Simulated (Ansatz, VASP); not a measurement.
# Ag in VASP and in Ansatz

File INCAR:

```
SYSTEM = Ag
  ALGO = Normal
  EDIFF = 1E-8
  ENCUT = 520
  GGA = CA
  ISIF = 2
  ISMEAR = -1
  LASPH = .True.
  LCHARG = .False.
  LEFG = .True.
  LREAL = .False.
  LWAVE = .False.
  NBANDS = 30
  NELM = 100
  PREC = Accurate
  SIGMA = 0.08
```

Contents of KPOINTS:

```
k-points
0
Gamma
  14 14 4
  0 0 0
```

The input POSCAR:

```
Ag
1.0
    2.8861989086      0.0144309945      0.0144309945
   -1.4306018464      2.4923060780      0.0052821106
    0.0500000000      0.0500000000     10.0000000000
Ag
4
Direct
    0.3333333333      0.6666666667      0.2500000000
    0.6666666667      0.3333333333      0.7500000000
    0.0000000000      0.0000000000      0.0000000000
    0.0000000000      0.0000000000      0.5000000000
```

Input for Ansatz:

```yaml
crystal:
  lattice:
    - [2.8861989086, 0.0144309945, 0.0144309945]
    - [-1.4306018464, 2.492306078, 0.0052821106]
    - [0.05, 0.05, 10.0]
  atoms:
    - { symbol: Ag, position: [0.3333333333, 0.6666666667, 0.25] }
    - { symbol: Ag, position: [0.6666666667, 0.3333333333, 0.75] }
    - { symbol: Ag, position: [0.0, 0.0, 0.0] }
    - { symbol: Ag, position: [0.0, 0.0, 0.5] }
kpoints:
  mp_grid: { grid: [14, 14, 4] }
scf:
  occupations: { method: fermi_dirac, width: 0.08 }
hamiltonian:
  xc: lda
  pseudopotentials: { kind: all_electron, datasets: crystal }
output:
  forces: true
  stress: true
  eigenvalues: true
  efg: { contact_densities: true }
```

Change from the starting cell: equal xy, yz and zx shear strains of +1 %, crystal datasets.

Alike in both runs: task electric field gradients; functional LDA; k mesh 14 × 14 × 4; occupations fermi-dirac, width 0.08 eV; no spin polarisation.

|  | VASP | Ansatz |
| --- | --- | --- |
| version | VASP 6.6.1 | Ansatz 0.2.0 |
| potentials or method | VASP PAW LDA potentials, release 64 (Ag), cutoff 520 eV | all-electron PAW with datasets made for the crystal, scalar-relativistic |

VASP gave:

| Item | Value |
| --- | --- |
| pressure (GPa) | -11.0 |
| traceless stress, the component that is largest in VASP (GPa) | -2.49 |
| size of Vzz on the site where it differs most (V/Å²) | 10.2 |

Question: What did Ansatz give for the same quantities?

Answer: Pressure (GPa): -11.2; traceless stress, the component that is largest in VASP (GPa): -2.46; size of Vzz on the site where it differs most (V/Å²): 4.4.

LDA's correlation is that of Perdew and Zunger in VASP and of Perdew and Wang (1992) in Ansatz. Ansatz ran all-electron here, and VASP with PAW potentials.
